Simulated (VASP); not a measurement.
A run of VASP 6.6.1 is set up as follows.

The input INCAR:

```
ALGO = Fast
EDIFF = 1E-6
EDIFFG = -0.01
ENCUT = 600
GGA = PE
IBRION = 2
ISIF = 3
ISMEAR = 0
LASPH = True
LCHARG = False
LREAL = False
LWAVE = False
NELM = 100
NSW = 100
PREC = Accurate
SIGMA = 0.1
```

KPOINTS

```
k-points
0
Gamma
  8 8 8
```

The input POSCAR:

```
HfSi3Mo3
1.0
    5.1448147049      0.0000000000      0.0000000000
    0.0000000000      5.1448147049      0.0000000000
    0.0000000000      0.0000000000      5.1448147049
Hf Si Mo
1 3 3
Direct
    0.5000000000      0.5000000000      0.5000000000
    0.5000000000      0.0000000000      0.0000000000
    0.0000000000      0.5000000000      0.0000000000
    0.0000000000      0.0000000000      0.5000000000
    0.5000000000      0.5000000000      0.0000000000
    0.0000000000      0.5000000000      0.5000000000
    0.5000000000      0.0000000000      0.5000000000
```

Potentials or basis: VASP PAW PBE potentials, release 64 (Hf_pv, Si, Mo_sv).

Launch:

```console
$ cat potpaw_PBE.64/Hf_pv/POTCAR potpaw_PBE.64/Si/POTCAR potpaw_PBE.64/Mo_sv/POTCAR > POTCAR
$ mpirun -np 1 vasp_std > vasp.out
```

Task: Estimate the band gap on the k mesh.

Result: Zero (bands 32 and 33 overlap by 1.14 eV).

Task: What does it give for the relaxed volume?

Result: 19.49 Å³/atom.

Task: What does it give for the relaxed cell?

Result: a = 5.148 Å, b = 5.148 Å, c = 5.148 Å, α = 90.00°, β = 90.00°, γ = 90.00°.

Final structure:
```yaml
crystal:
  lattice:
    - [5.14769, 0.00000, 0.00000]
    - [0.00000, 5.14769, 0.00000]
    - [0.00000, 0.00000, 5.14769]
  atoms:
    - { symbol: Hf, position: [0.50000, 0.50000, 0.50000] }
    - { symbol: Si, position: [0.50000, 0.00000, 0.00000] }
    - { symbol: Si, position: [0.00000, 0.50000, 0.00000] }
    - { symbol: Si, position: [0.00000, 0.00000, 0.50000] }
    - { symbol: Mo, position: [0.50000, 0.50000, 0.00000] }
    - { symbol: Mo, position: [0.00000, 0.50000, 0.50000] }
    - { symbol: Mo, position: [0.50000, 0.00000, 0.50000] }
```

Caveat: spin-orbit coupling is left out, which moves the levels of the heavy elements.
